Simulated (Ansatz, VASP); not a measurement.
## One calculation of Ge2Sb2Te, two programs

```
Ge Sb Te
1.0
     6.16635   -3.66903    0.00000
     6.16635    3.66903    0.00000
     0.00000    0.00000    6.98200
Ge Sb Te
4 4 2
Direct
  0.68278 0.97551 0.70927
  0.02449 0.31722 0.70927
  0.97551 0.68278 0.20927
  0.31722 0.02449 0.20927
  0.33859 0.93574 0.82745
  0.06426 0.66141 0.82745
  0.93574 0.33859 0.32745
  0.66141 0.06426 0.32745
  0.68260 0.31740 0.86027
  0.31740 0.68260 0.36027
```

Alike in both runs: functional PBE; k mesh 3 × 3 × 3; occupations gaussian, width 0.2 eV; no spin polarisation.

Ansatz relaxed the structure, and its values are those at the end. VASP's run is a single point on that final structure, the one shown.

|  | VASP | Ansatz |
| --- | --- | --- |
| version | VASP 6.6.1 | Ansatz 0.2.0 |
| potentials or method | VASP PAW PBE potentials, release 64 (Ge_d, Sb, Te), cutoff 500 eV | scalar-relativistic, plane waves, PAW |
| valence electrons in the cell | 88 | 148 |

|  | VASP | Ansatz | Ansatz less VASP |
| --- | --- | --- | --- |
| gap on the k mesh at the Fermi level (eV) | none | none | - |
| pressure (GPa) | 0.0 | 0.0 | -0.03 |
| rms of the force components (eV/Å) | 0.043 | 0.037 | -0.0057 |

A gap of «none» marks a metal or a gap that the smearing closes. With one functional, cell and mesh, what is left measures potentials, basis and numerics. VASP's potentials hold 88 valence electrons a cell and Ansatz's 148, so a difference there can come from the potentials and not from the codes.

Neither program's run includes spin-orbit coupling.
